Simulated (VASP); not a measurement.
Input of a VASP 6.6.1 run:

The input INCAR:

```
SYSTEM = TiB18N18
PREC     = Accurate       ! precision mode
ENCUT    = 520            ! plane-wave cutoff, eV
EDIFF    = 1E-6           ! SCF threshold, eV
ISMEAR   = -1             ! smearing method
SIGMA    = 0.01           ! smearing width, eV
LREAL    = Auto         
LASPH    = .True.         ! aspherical terms in the spheres
NELM     = 120            ! most SCF steps
ALGO     = Normal         ! electronic algorithm
ISIF     = 2              ! what is computed and relaxed
LWAVE    = .False.        ! write WAVECAR
LCHARG   = .True.         ! write CHGCAR
GGA      = PE             ! functional
LELF     = .True.         ! ELF
LVHAR    = .True.       
NBANDS   = 102            ! bands
GGA_COMPAT= .False.
```

File KPOINTS:

```
Automatic mesh
0
Gamma
  1 1 1
  0 0 0
```

POSCAR

```
TiB18N18
1.0
    7.4650312809      0.0000000000      0.0000000000
   -3.7325156404      6.4649067293      0.0000000000
    0.0000000000      0.0000000000      6.4954828800
B N Ti
18 18 1
Direct
    0.1111262523      0.2232499652      0.2446692402
    0.2228342064      0.1100375868      0.7585417547
    0.1111234616      0.5546277481      0.2446264918
    0.2206637041      0.4432695319      0.7591612067
    0.1132989114      0.8900260459      0.2440940498
    0.2228429606      0.7786631300      0.7586482046
    0.4443263393      0.2210351069      0.2441898919
    0.5542220697      0.1100366801      0.7585321578
    0.4416786559      0.5541963503      0.2337241528
    0.5537896488      0.4405251999      0.7685826371
    0.4443347422      0.8900312458      0.2441527832
    0.5538281222      0.7791231450      0.7691257040
    0.7797422386      0.2232494943      0.2446596739
    0.8896404042      0.1122517721      0.7591106197
    0.7801321640      0.5541647856      0.2340761030
    0.8896390451      0.4432629262      0.7590339854
    0.7801807317      0.8927771722      0.2346066874
    0.8922925756      0.7790963538      0.7694289665
    0.1110926961      0.2218407078      0.7560788212
    0.2228737296      0.1114546332      0.2472651103
    0.1110872548      0.5551301157      0.7561316715
    0.2198333366      0.4432925153      0.2433667342
    0.1141306182      0.8899984283      0.7598757593
    0.2228838273      0.7781663796      0.2471521816
    0.4428532060      0.2186789047      0.7596917942
    0.5561972214      0.1114610127      0.2473351819
    0.4446117729      0.5552480495      0.7746551443
    0.5562671382      0.4449326596      0.2281880107
    0.4428797440      0.8900145594      0.7598118332
    0.5562905390      0.7780606809      0.2284282686
    0.7777741010      0.2218309583      0.7558528066
    0.8911103166      0.1146100218      0.2434547981
    0.7776849218      0.5552338150      0.7746943698
    0.8910849730      0.4432756869      0.2434111087
    0.7776921345      0.8883515674      0.7749606972
    0.8893570467      0.7780519157      0.2286209963
    0.6669442869      0.6666217423      0.5015986771
```

Potentials or basis: VASP PAW PBE potentials, release 64 (B, N, Ti_sv).

The run is started by

```sh
$ cat potpaw_PBE.64/B/POTCAR potpaw_PBE.64/N/POTCAR potpaw_PBE.64/Ti_sv/POTCAR > POTCAR
$ mpirun -np 1 vasp_gam > vasp.out
```

(1) Estimate the largest force.

(2) Predict the band gap on the k mesh.

(3) What does it give for the pressure?

Results:

(1) 0.021 eV/Å.

(2) 0.47 eV.

(3) 13.9 GPa.

Caveat: the k points lie up to 0.97 Å⁻¹ apart.
